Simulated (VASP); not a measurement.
# Ge (P-1) in VASP: single point with r2SCANh

Aim: the single point of Ge with r2SCANh.

Everything below comes from runs of VASP 6.6.1. Logs are shortened: lines on timing, memory, paths and dates and some standing lists are left out, and cuts for length are marked.

## 1. The cell of the first run

The typed cell holds 1 atom: a = 2.981 Å, b = 2.963 Å, c = 2.914 Å, α = 61.22°, β = 60.32°, γ = 60.50°.

## 2. Single point, r2SCANh

The input, POSCAR:

```
Ge
1.0
   -0.0282083000      2.1019966500      2.1134578200
    2.0716247400     -0.0325513900      2.1178009100
    2.0429605600      2.0776755600     -0.0038872100
Ge
1
Direct
    0.0000000000      0.0000000000      0.0000000000
```

The input, INCAR.step1:

```
ALGO = Normal
EDIFF = 1E-5
ENCUT = 520
GGA = PE
ISIF = 2
ISMEAR = -1
LASPH = T
LREAL = F
LWAVE = T
NBANDS = 13
NELM = 100
PREC = Accurate
SIGMA = 0.05
```

The input, INCAR.step2:

```
AEXX = 0.1
ALGO = Normal
EDIFF = 1E-6
ENCUT = 520
ISIF = 2
ISMEAR = -1
ISTART = 1
LASPH = T
LCHARG = T
LELF = T
LHFCALC = T
LMIXTAU = T
LREAL = F
LVHAR = T
LWAVE = F
METAGGA = R2SCAN
NBANDS = 13
NELM = 100
PREC = Accurate
PRECFOCK = Normal
SIGMA = 0.05
```

The input, KPOINTS:

```
k-points
0
Gamma
  6 6 6
```

Potentials or basis: VASP PAW PBE potentials, release 64 (Ge_d).

Command:

```
cat potpaw_PBE.64/Ge_d/POTCAR > POTCAR
cp INCAR.step1 INCAR
mpirun -np 1 vasp_std > vasp.out
cp INCAR.step2 INCAR
mpirun -np 1 vasp_std > vasp.out
```

OUTCAR:

```text
AEXX = 0.1
   EDIFF = 1E-6
   ENCUT = 520
   ISIF = 2
   ISMEAR = -1
   ISTART = 1
   LASPH = T
   LHFCALC = T
   LREAL = F
   METAGGA = R2SCAN
   NELM = 100
   PREC = Accurate
   PRECFOCK = Normal

 ion  position               nearest neighbor table
   1  0.000  0.000  0.000-

  LATTYP: Found a triclinic cell.
 ALAT       =     2.9627300503
 B/A-ratio  =     1.0100697834
 C/A-ratio  =     1.0061399040
 COS(alpha) =     0.0053359435
 COS(beta)  =     0.4924352833
 COS(gamma) =     0.5212386751

  Lattice vectors:

 A1 = (  -2.0716247400,   0.0325513900,  -2.1178009100)
 A2 = (  -0.0286641800,   2.1102269500,  -2.1216881200)
 A3 = (   0.0282083000,  -2.1019966500,  -2.1134578200)

Analysis of symmetry for initial positions (statically):
=====================================================================
 Subroutine PRICEL returns:
 Original cell was already a primitive cell.

 Routine SETGRP: Setting up the symmetry group for a
 triclinic supercell.

 Subroutine GETGRP returns: Found  2 space group operations
 (whereof  2 operations were pure point group operations)
 out of a pool of  2 trial point group operations.

The static configuration has the point symmetry S_2 .

Analysis of symmetry for dynamics (positions and initial velocities):
=====================================================================
 Subroutine PRICEL returns:
 Original cell was already a primitive cell.

 Routine SETGRP: Setting up the symmetry group for a
 triclinic supercell.

 Subroutine GETGRP returns: Found  2 space group operations
 (whereof  2 operations were pure point group operations)
 out of a pool of  2 trial point group operations.

The dynamic configuration has the point symmetry S_2 .

 Subroutine INISYM returns: Found  2 space group operations
 (whereof  2 operations are pure point group operations),
 and found     1 'primitive' translations

----------------------------------------------------------------------------------------

                                     Primitive cell

  volume of cell :      18.4727

  direct lattice vectors                    reciprocal lattice vectors
    -0.028208300  2.101996650  2.113457820    -0.238187753  0.234650641  0.236601016
     2.071624740 -0.032551390  2.117800910     0.238148446 -0.233728457  0.235639525
     2.042960560  2.077675560 -0.003887210     0.244707081  0.240247785 -0.235678831

  length of vectors
     2.980920928  2.962730050  2.913835735     0.409602697  0.408496830  0.416107036

  position of ions in fractional coordinates (direct lattice)
     0.000000000  0.000000000  0.000000000

  ion indices of the primitive-cell ions
   primitive index   ion index
                 1           1

----------------------------------------------------------------------------------------

 KPOINTS: k-points

Automatic generation of k-mesh.
 Grid dimensions read from file:
 generate k-points for:    6    6    6

 Generating k-lattice:

  Cartesian coordinates                     Fractional coordinates (reciprocal lattice)
    -0.039697959  0.039108440  0.039433503     0.166666667 -0.000000000 -0.000000000
     0.039691408 -0.038954743  0.039273254     0.000000000  0.166666667  0.000000000
     0.040784513  0.040041298 -0.039279805    -0.000000000 -0.000000000  0.166666667

  Length of vectors
     0.068267116  0.068082805  0.069351173

  Shift w.r.t. Gamma in fractional coordinates (k-lattice)
     0.000000000  0.000000000  0.000000000

 Subroutine IBZKPT returns following result:
 ===========================================

 Found    112 irreducible k-points:

 Following reciprocal coordinates:
            Coordinates               Weight
  0.000000  0.000000  0.000000      1.000000
  0.166667 -0.000000  0.000000      2.000000
  0.333333 -0.000000 -0.000000      2.000000
  0.500000 -0.000000  0.000000      1.000000
  0.000000  0.166667 -0.000000      2.000000
  0.166667  0.166667  0.000000      2.000000
[... 16 lines left out ...]
  0.333333 -0.000000  0.166667      2.000000
  0.500000 -0.000000  0.166667      2.000000
 [... further k-points ...]
   k-points           NKPTS =    112   k-points in BZ     NKDIM =    216   number of bands    NBANDS=     13
   number of dos      NEDOS =    301   number of ions     NIONS =      1
   total plane-waves  NPLWV =  13824
   dimension x,y,z NGX =    24 NGY =   24 NGZ =   24
   dimension x,y,z NGXF=    48 NGYF=   48 NGZF=   48
   ions per type =               1
   NGX,Y,Z   is equivalent  to a cutoff of  13.38, 13.47, 13.69 a.u.
   NGXF,Y,Z  is equivalent  to a cutoff of  26.77, 26.93, 27.39 a.u.
 SYSTEM =  unknown system
   PREC   = accura    normal or accurate (medium, high low for compatibility)
   ISTART =      1    job   : 0-new  1-cont  2-samecut
   ICHARG =      0    charge: 1-file 2-atom 10-const
   ISPIN  =      1    spin polarized calculation?
   LNONCOLLINEAR =      F non collinear calculations
   LSORBIT =      F    spin-orbit coupling
   LASPH  =      T    aspherical Exc in radial PAW
   ENCUT  =  520.0 eV  38.22 Ry    6.18 a.u.   5.54  5.51  5.42*2*pi/ulx,y,z
   NELM   =    100;   NELMIN=  2; NELMDL=  0     # of ELM steps
   EDIFF  = 0.1E-05   stopping-criterion for ELM
   LREAL  =      F    real-space projection
   EDIFFG = 0.1E-04   stopping-criterion for IOM
   NSW    =      0    number of steps for IOM
   IBRION =     -1    ionic relax: 0-MD 1-quasi-New 2-CG
   NFREE  =      0    steps in history (QN), initial steepest desc. (CG)
   ISIF   =      2    stress and relaxation
   ISYM   =      3    0-nonsym 1-usesym 2-fastsym
   POTIM  = 0.5000    time-step for ionic-motion
   TEBEG  =    0.0;   TEEND  =   0.0 temperature during run
   PSTRESS=    0.0 pullay stress
   NELECT =      14.0000    total number of electrons
   NUPDOWN=      -1.0000    fix difference up-down
   EMIN   =  10.00;   EMAX   =-10.00  energy-range for DOS
   EFERMI =   0.00;   METHOD = LEGACY
   ISMEAR =    -1;   SIGMA  =   0.05  broadening in eV -4-tet -1-fermi 0-gaus
   EFERMI_NEDOS =   21; number of points for ismear=-14 and -15
   IALGO  =     38    algorithm
   IMIX   =      1    mixing-type and parameters
     AMIX     =   0.40;   BMIX     =  1.00
     AMIX_MAG =   1.60;   BMIX_MAG =  1.00
  volume/ion in A,a.u.               =      18.47       124.66
  Fermi-wavevector in a.u.,A,eV,Ry     =   1.492590  2.820586 30.311398  2.227825
  Thomas-Fermi vector in A             =   2.605099
   LORBIT       =      0    0 simple, 1 ext, 2 COOP (PROOUT), +10 PAW based schemes
   METAGGA = R2SCAN    functional components
   LHFCALC =     T    Hartree Fock is set to
   PRECFOCK=normal    Normal, Fast or Accurate (Low or Medium for compatibility)
   ENCUT4O =  -1.0   cutoff for four orbital integrals eV
   NKREDX  =     1    reduce k-point grid by
   NKREDY  =     1    reduce k-point grid by
   NKREDZ  =     1    reduce k-point grid by
   AEXX    =    0.1000 exact exchange contribution
   HFSCREEN=    0.0000 screening length (either q_TF or 0.3 A-1)
   HFSCREENC=   0.0000 screening length for correlation (either q_TF or 0.3 A-1)
   ENCUTFOCK=  -1.0 apply spherical cutoff to Coloumb kernel
   IVDW    =     0    specifies the selected vdW correction
   LEPSILON=     F    determine dielectric tensor
   LRPA    =     F    only Hartree local field effects (RPA)
 non-spin polarized calculation
  energy-cutoff  :      520.00
  volume of cell :       18.47
 maximum number of plane-waves:       527
 NGX is ok and might be reduce to    24
  NGX = 18; NGY = 18; NGZ = 18

 number of electron      13.9999997 magnetization

 Free energy of the ion-electron system (eV)
  ---------------------------------------------------
  ext. energy  EPLUGINS =         0.00000000
  ---------------------------------------------------
  free energy    TOTEN  =       -12.73369933 eV

  energy without entropy =      -12.73001777  energy(sigma->0) =      -12.73185855

 E-fermi :   7.0653     XC(G=0): -11.4551

 val. band max:        7.0312844996   @ k =   0.1667  -0.3333   0.3333
 cond. band min:       7.1810146129   @ k =   0.5000  -0.1667   0.1667
 fundamental gap:      0.1497301133
 Fermi energy:         7.0652807501

 k-point     1 :       0.0000    0.0000    0.0000
  band No.  band energies     occupation
      1     -19.9900      2.00000
      2     -19.9862      2.00000
      3     -19.9788      2.00000
      4     -19.9332      2.00000
      5     -19.9197      2.00000
      6      -7.8879      2.00000
      7      16.7716      0.00000
      8      17.1605      0.00000
      9      17.5841      0.00000
     10      21.8286      0.00000
     11      22.1533      0.00000
     12      22.8154      0.00000
     13      23.4242      0.00000

 k-point     2 :       0.1667   -0.0000    0.0000
  band No.  band energies     occupation
      1     -19.9898      2.00000
      2     -19.9779      2.00000
      3     -19.9660      2.00000
      4     -19.9275      2.00000
      5     -19.9192      2.00000
      6      -7.1289      2.00000
      7      11.6906      0.00000
      8      16.0624      0.00000
      9      16.6778      0.00000
     10      20.9744      0.00000
     11      23.2741      0.00000
     12      24.1459      0.00000
     13      26.0105      0.00000

 k-point     3 :       0.3333   -0.0000   -0.0000
  band No.  band energies     occupation
      1     -19.9931      2.00000
      2     -19.9809      2.00000
      3     -19.9630      2.00000
      4     -19.8958      2.00000
      5     -19.8952      2.00000
      6      -4.8675      2.00000
      7       4.8530      2.00000
      8      15.0331      0.00000
      9      15.6499      0.00000
     10      20.5018      0.00000
     11      21.5698      0.00000
     12      22.4465      0.00000
     13      23.9654      0.00000
[... 305 lines left out ...]
 k-point    23 :       0.3333   -0.0000    0.1667
  band No.  band energies     occupation
      1     -20.0034      2.00000
      2     -19.9681      2.00000
      3     -19.9416      2.00000
      4     -19.9244      2.00000
      5     -19.8901      2.00000
      6      -5.1159      2.00000
      7       7.8148      0.00000
      8      12.7802      0.00000
      9      13.0451      0.00000
     10      17.7223      0.00000
     11      21.3411      0.00000
     12      26.3118      0.00000
     13      27.3323      0.00000

 k-point    24 :       0.5000   -0.0000    0.1667
  band No.  band energies     occupation
      1     -19.9936      2.00000
      2     -19.9712      2.00000
      3     -19.9494      2.00000
      4     -19.9040      2.00000
      5     -19.8755      2.00000
      6      -2.0647      2.00000
      7       2.0389      2.00000
      8      10.9533      0.00000
      9      13.0299      0.00000
     10      17.5001      0.00000
     11      23.7320      0.00000
     12      25.0389      0.00000
     13      28.2343      0.00000

 [... further k-points ...]

------------------------ aborting loop because EDIFF is reached ----------------------------------------

  FORCE on cell =-STRESS in cart. coord.  units (eV):
  Direction    XX          YY          ZZ          XY          YZ          ZX
  --------------------------------------------------------------------------------------
  -------------------------------------------------------------------------------------
  Total        0.5614926      0.5241556      0.2393377     -0.8801903     -0.1635547     -0.0041869
  in kB       48.6994083     45.4610961     20.7582473    -76.3407150    -14.1854371     -0.3631405
  external PRESSURE =      38.3062505 kB  Pullay stress =       0.0000000 kB

 VOLUME and BASIS-vectors are now :
 -----------------------------------------------------------------------------
  energy-cutoff  :      520.00
  volume of cell :       18.47
      direct lattice vectors                 reciprocal lattice vectors
    -0.028208300  2.101996650  2.113457820    -0.238187753  0.234650641  0.236601016
     2.071624740 -0.032551390  2.117800910     0.238148446 -0.233728457  0.235639525
     2.042960560  2.077675560 -0.003887210     0.244707081  0.240247785 -0.235678831

 POSITION                                       TOTAL-FORCE (eV/Angst)
 -----------------------------------------------------------------------------------
      0.00000      0.00000      0.00000        -0.000000     -0.000000     -0.000000
 -----------------------------------------------------------------------------------
    total drift:                               -0.000000      0.000000      0.000000

  FREE ENERGIE OF THE ION-ELECTRON SYSTEM (eV)
  ---------------------------------------------------
  free  energy   TOTEN  =       -12.7336993345 eV

  energy  without entropy=      -12.7300177708  energy(sigma->0) =      -12.73185855
```

Wall time 1.8 h (1 thread of Intel Xeon Platinum 8488C (Sapphire Rapids), shared host); peak memory 0.18 GiB.

What came out:

- Free energy: -12.7337 eV
- Pressure: 3.8 GPa
- Band gap on the k mesh: zero (bands 7 and 8 overlap by 12.71 eV)

Caveat: the k points lie up to 0.44 Å⁻¹ apart, too coarse for converged energies and pressures of a metal; the PAW data sets were made with another functional, which shifts forces and pressure a little.

The gap in the log of VASP goes by the Fermi energy; the results here count the filled bands.